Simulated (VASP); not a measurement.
Write the native input for VASP 6.6.1 that does the following.

```
Task                   : single point
Functional             : PBE
Potentials or basis    : VASP PAW PBE potentials, release 64 (Pb_d)
Cutoff                 : 520 eV
k mesh                 : 13 × 13 × 12
Occupations            : fermi-dirac, width 0.1 eV
Spin                   : no spin polarisation
Dipole correction      : no
Further INCAR settings : ALGO = Normal; EDIFF = 1e-06; NBANDS = 13
```

The structure of Pb lies in POSCAR:

```
Pb
1.0
    2.8932209887      0.0000000000      0.0000000000
   -1.4466104944      2.5056028750      0.0000000000
    0.0000000000      0.0000000000      2.7399239518
Pb
1
Direct
    0.0000000000      0.0000000000      0.0000000000
```

This cell differs from its parent crystal: volume scaled by 0.6.

The input as run:

INCAR

```
PREC = Accurate
ENCUT = 520
EDIFF = 1E-6
ISMEAR = -1
SIGMA = 0.1
LREAL = F
LASPH = T
NELM = 60
ALGO = Normal
ISIF = 2
LWAVE = F
LCHARG = T
GGA = PE
LELF = T
LVHAR = T
NBANDS = 13
```

KPOINTS

```
Automatic mesh
0
Gamma
  13 13 12
```

Potentials or basis: VASP PAW PBE potentials, release 64 (Pb_d).

The run is started by

```console
$ cat potpaw_PBE.64/Pb_d/POTCAR > POTCAR
$ mpirun -np 1 vasp_std > vasp.out
```

It gave:

The pressure is 67.5 GPa and the band gap on the k mesh is zero (band 7 reaches 19.66 eV, above the bottom of band 8 at 10.24 eV).

Caveat: spin-orbit coupling is left out, which moves the levels of the heavy elements.

Run time: 12 s on 1 thread of Intel Xeon 6975P-C (shared host), peak memory 0.16 GiB.
